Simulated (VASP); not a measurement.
# Sc (P6_3/mmc) in VASP: a series of runs, part 2 of 2

VASP 6.6.1. The steps go on from the part before.

### 4 Single point, LDA

The input, INCAR:

```
SYSTEM = Sc
PREC = Accurate
ENCUT = 500
EDIFF = 1E-6
ISMEAR = 0
SIGMA = 0.01
LREAL = .False.
LASPH = .True.
NELM = 120
ALGO = Normal
ISIF = 2
LWAVE = .False.
LCHARG = .False.
GGA = CA
NBANDS = 18
GGA_COMPAT = .False.
```

The input, KPOINTS:

```
regular mesh
0
Gamma
  11 11 6
  0 0 0
```

The input, POSCAR:

```
Sc
1.0
    3.2269060027      0.0000000000      0.0000000000
   -1.6134530014      2.7945825740      0.0000000000
    0.0000000000      0.0000000000      5.0094253455
Sc
2
Direct
    0.3333333333      0.6666666667      0.2500000000
    0.6666666667      0.3333333333      0.7500000000
```

Potentials or basis: VASP PAW LDA potentials, release 64 (Sc_sv).

Launch:

```sh
$ cat potpaw_LDA.64/Sc_sv/POTCAR > POTCAR
$ mpirun -np 1 vasp_std > vasp.out
```

OUTCAR:

```text
SYSTEM = Sc
   PREC = Accurate
   ENCUT = 500
   EDIFF = 1E-6
   ISMEAR = 0
   LREAL = .False.
   LASPH = .True.
   NELM = 120
   ISIF = 2
   GGA = CA

 ion  position               nearest neighbor table
   1  0.333  0.667  0.250-   2 3.12   2 3.12   2 3.12   2 3.12   2 3.12   2 3.12
   2  0.667  0.333  0.750-   1 3.12   1 3.12   1 3.12   1 3.12   1 3.12   1 3.12

  LATTYP: Found a hexagonal cell.
 ALAT       =     3.2269060027
 C/A-ratio  =     1.5523927072

  Lattice vectors:

 A1 = (   3.2269060027,   0.0000000000,   0.0000000000)
 A2 = (  -1.6134530014,   2.7945825740,   0.0000000000)
 A3 = (   0.0000000000,   0.0000000000,   5.0094253455)

Analysis of symmetry for initial positions (statically):
=====================================================================
 Subroutine PRICEL returns:
 Original cell was already a primitive cell.

 Routine SETGRP: Setting up the symmetry group for a
 hexagonal supercell.

 Subroutine GETGRP returns: Found 24 space group operations
 (whereof 12 operations were pure point group operations)
 out of a pool of 24 trial point group operations.

The static configuration has the point symmetry D_3d.
 The point group associated with its full space group is D_6h.

Analysis of symmetry for dynamics (positions and initial velocities):
=====================================================================
 Subroutine PRICEL returns:
 Original cell was already a primitive cell.

 Routine SETGRP: Setting up the symmetry group for a
 hexagonal supercell.

 Subroutine GETGRP returns: Found 24 space group operations
 (whereof 12 operations were pure point group operations)
 out of a pool of 24 trial point group operations.

The dynamic configuration has the point symmetry D_3d.
 The point group associated with its full space group is D_6h.

 Subroutine INISYM returns: Found 24 space group operations
 (whereof 12 operations are pure point group operations),
 and found     1 'primitive' translations

[... 109 lines left out ...]
   ISMEAR =     0;   SIGMA  =   0.01  broadening in eV -4-tet -1-fermi 0-gaus
   EFERMI_NEDOS =   21; number of points for ismear=-14 and -15
   IALGO  =     38    algorithm
   IMIX   =      4    mixing-type and parameters
     AMIX     =   0.40;   BMIX     =  1.00
     AMIX_MAG =   1.60;   BMIX_MAG =  1.00
  volume/ion in A,a.u.               =      22.59       152.43
  Fermi-wavevector in a.u.,A,eV,Ry     =   1.288008  2.433983 22.571595  1.658965
  Thomas-Fermi vector in A             =   2.419988
   LORBIT       =      0    0 simple, 1 ext, 2 COOP (PROOUT), +10 PAW based schemes
   GGA     = CA    functional components
   LHFCALC =     F    Hartree Fock is set to
   AEXX    =    0.0000 exact exchange contribution
   IVDW    =     0    specifies the selected vdW correction
   LEPSILON=     F    determine dielectric tensor
   LRPA    =     F    only Hartree local field effects (RPA)
 non-spin polarized calculation
 Gauss-broadening in eV      SIGMA  =   0.01
  energy-cutoff  :      500.00
  volume of cell :       45.17
 maximum number of plane-waves:      1160
 NGX is ok and might be reduce to    24
   NGX = 11   NGY = 11   NGZ = 19

 number of electron      22.0000000 magnetization

 Free energy of the ion-electron system (eV)
  ---------------------------------------------------
  ext. energy  EPLUGINS =         0.00000000
  ---------------------------------------------------
  free energy    TOTEN  =       -13.45102734 eV

  energy without entropy =      -13.45075214  energy(sigma->0) =      -13.45088974

 E-fermi :   4.0021     XC(G=0): -10.5085

 val. band max:        3.9908533215   @ k =   0.4545  -0.0000   0.3333
 cond. band min:       4.0033566896   @ k =   0.1818   0.0909   0.3333
 fundamental gap:      0.0125033681
 Fermi energy:         4.0020834845

 k-point     1 :       0.0000    0.0000    0.0000
  band No.  band energies     occupation
      1     -44.6181      2.00000
      2     -44.5078      2.00000
      3     -23.8788      2.00000
      4     -23.4091      2.00000
      5     -23.4091      2.00000
      6     -23.3172      2.00000
[... 481 lines left out ...]
      5     -23.5228      2.00000
      6     -23.4508      2.00000
[... 10 lines left out ...]
     17       6.8243      0.00000
     18       7.1068      0.00000

 [... further k-points ...]
[... 5 lines left out ...]
  --------------------------------------------------------------------------------------
  -------------------------------------------------------------------------------------
  Total       -0.0448169     -0.0448169     -0.0530895      0.0000000     -0.0000000      0.0000000
  in kB       -1.5895012     -1.5895012     -1.8829042      0.0000000     -0.0000000      0.0000000
  external PRESSURE =      -1.6873022 kB  Pullay stress =       0.0000000 kB

 VOLUME and BASIS-vectors are now :
 -----------------------------------------------------------------------------
  energy-cutoff  :      500.00
  volume of cell :       45.17
      direct lattice vectors                 reciprocal lattice vectors
     3.226906003  0.000000000  0.000000000     0.309894369  0.178917597  0.000000000
    -1.613453001  2.794582574  0.000000000     0.000000000  0.357835195  0.000000000
     0.000000000  0.000000000  5.009425346     0.000000000  0.000000000  0.199623696

 POSITION                                       TOTAL-FORCE (eV/Angst)
 -----------------------------------------------------------------------------------
     -0.00000      1.86306      1.25236         0.000000      0.000000      0.000000
      1.61345      0.93153      3.75707        -0.000000      0.000000      0.000000
 -----------------------------------------------------------------------------------
    total drift:                               -0.000000      0.000000     -0.000000

  FREE ENERGIE OF THE ION-ELECTRON SYSTEM (eV)
  ---------------------------------------------------
  free  energy   TOTEN  =       -13.4510273400 eV

  energy  without entropy=      -13.4507521379  energy(sigma->0) =      -13.45088974
```

OSZICAR:

```text
N       E                     dE             d eps       ncg     rms          rms(c)
DAV:   1     0.342588529648E+03    0.34259E+03   -0.10691E+04  2312   0.132E+03
DAV:   2     0.382773440497E+01   -0.33876E+03   -0.33207E+03  2856   0.553E+02
DAV:   3    -0.144037508699E+02   -0.18231E+02   -0.17475E+02  3740   0.164E+02
DAV:   4    -0.147380759602E+02   -0.33433E+00   -0.33098E+00  3580   0.201E+01
DAV:   5    -0.147420819300E+02   -0.40060E-02   -0.40003E-02  3908   0.237E+00    0.830E+00
DAV:   6    -0.136238653355E+02    0.11182E+01   -0.24657E+00  3060   0.185E+01    0.250E+00
DAV:   7    -0.134653379281E+02    0.15853E+00   -0.59829E-01  3174   0.819E+00    0.738E-01
DAV:   8    -0.134517109459E+02    0.13627E-01   -0.25619E-02  3164   0.216E+00    0.206E-01
DAV:   9    -0.134510034010E+02    0.70754E-03   -0.48189E-03  3374   0.735E-01    0.196E-02
DAV:  10    -0.134510268338E+02   -0.23433E-04   -0.82662E-05  3438   0.121E-01    0.367E-03
DAV:  11    -0.134510273400E+02   -0.50628E-06   -0.14194E-06  2448   0.134E-02
   1 F= -.13451027E+02 E0= -.13450890E+02  d E =-.275202E-03
```

Run time: 24 s. Hardware: 1 thread of Intel Xeon 6975P-C (Granite Rapids), shared host; peak memory 0.16 GiB.

Results:

```
Free energy            : -13.4510 eV
Pressure               : -0.2 GPa
Band gap on the k mesh : zero (band 11 reaches 5.00 eV, above the bottom of band 12 at 3.41 eV)
```

### 5 Single point, LDA

The input, INCAR:

```
PREC = Accurate ; ENCUT = 500
EDIFF = 1E-6 ; ISMEAR = 0
SIGMA = 0.03 ; LREAL = F
LASPH = T ; NELM = 120
ALGO = Normal ; ISIF = 2
LWAVE = F ; LCHARG = F
NBANDS = 18 ; GGA_COMPAT = F
```

The input, KPOINTS:

```
Automatic mesh
0
Gamma
  11 11 6
```

POSCAR is that of step 4.

Launch:

```sh
$ cat potpaw_LDA.64/Sc_sv/POTCAR > POTCAR
$ mpirun -np 1 vasp_std > vasp.out
```

Wall time 19 s (1 thread of Intel Xeon 6975P-C (Granite Rapids), shared host); peak memory 0.16 GiB.

Results (log left out):

| Item | Value |
| --- | --- |
| Free energy | -13.4518 eV |
| Pressure | -0.2 GPa |
| Band gap on the k mesh | zero (band 11 reaches 5.00 eV, above the bottom of band 12 at 3.41 eV) |

Stress tensor (GPa, compression positive):
```
-0.14  0.00  0.00
 0.00 -0.14  0.00
 0.00  0.00 -0.27
```

Levels at points of the mesh, in eV from the Fermi level:
```csv
k point,band 8,band 9,band 10,band 11,band 12,band 13,band 14,band 15
"(0.00, 0.00, 0.00)",-27.27,-5.24,-1.78,0.94,1.61,1.61,1.94,2.13
"(0.00, 0.00, 0.50)",-27.36,-3.59,-3.59,1.00,1.00,1.51,1.51,1.51
```

### 6 Single point, LDA

The input, INCAR:

```
ALGO     = Normal         # electronic algorithm
EDIFF    = 1E-6           # SCF threshold, eV
ENCUT    = 500            # plane-wave cutoff, eV
GGA_COMPAT= False        
ISIF     = 2              # what is computed and relaxed
ISMEAR   = 0              # smearing method
LASPH    = True           # aspherical terms in the spheres
LCHARG   = True           # write CHGCAR
LELF     = True           # ELF
LREAL    = False          # projectors in reciprocal space
LVHAR    = True         
LWAVE    = False          # write WAVECAR
NBANDS   = 18             # bands
NELM     = 120            # most SCF steps
PREC     = Accurate       # precision mode
SIGMA    = 0.1            # smearing width, eV
```

The input, KPOINTS:

```
k-points
0
Gamma
  11 11 6
```

POSCAR is that of step 5.

Potentials or basis: VASP PAW LDA potentials, release 64 (Sc_sv).

Launch:

```sh
$ cat potpaw_LDA.64/Sc_sv/POTCAR > POTCAR
$ mpirun -np 1 vasp_std > vasp.out
```

Run time: 19 s. Hardware: 1 thread of Intel Xeon 6975P-C (Granite Rapids), shared host; peak memory 0.16 GiB.

It converged, with:

```
Free energy            : -13.4591 eV
Pressure               : -0.1 GPa
Band gap on the k mesh : zero (band 11 reaches 5.00 eV, above the bottom of band 12 at 3.41 eV)
```

Stress tensor (GPa, compression positive):
```
-0.02  0.00  0.00
 0.00 -0.02  0.00
 0.00  0.00 -0.41
```

Levels at points of the mesh, in eV from the Fermi level:
| k point | band 8 | band 9 | band 10 | band 11 | band 12 | band 13 | band 14 | band 15 |
| --- | --- | --- | --- | --- | --- | --- | --- | --- |
| (0.00, 0.00, 0.00) | -27.26 | -5.23 | -1.76 | 0.95 | 1.63 | 1.63 | 1.95 | 2.14 |
| (0.00, 0.00, 0.50) | -27.34 | -3.57 | -3.57 | 1.02 | 1.02 | 1.53 | 1.53 | 1.53 |

### 7 Summary

```tsv
smearing	gap on the mesh (eV)	pressure (GPa)
fermi-dirac 0.6 eV	none	4.3
fermi-dirac 1 eV	none	8.6
gaussian 0.01 eV	none	-0.2
gaussian 0.03 eV	none	-0.2
gaussian 0.1 eV	none	-0.1
```

Alike in all rows: task single point; level LDA; potentials or basis VASP PAW LDA potentials, release 64 (Sc_sv); no spin polarisation; cell as given; k mesh 11 × 11 × 6; cutoff (eV) 500.

Every run on the cell as given and a fine mesh finds a metal.

Absolute energies hang on the potentials; compare differences alone.
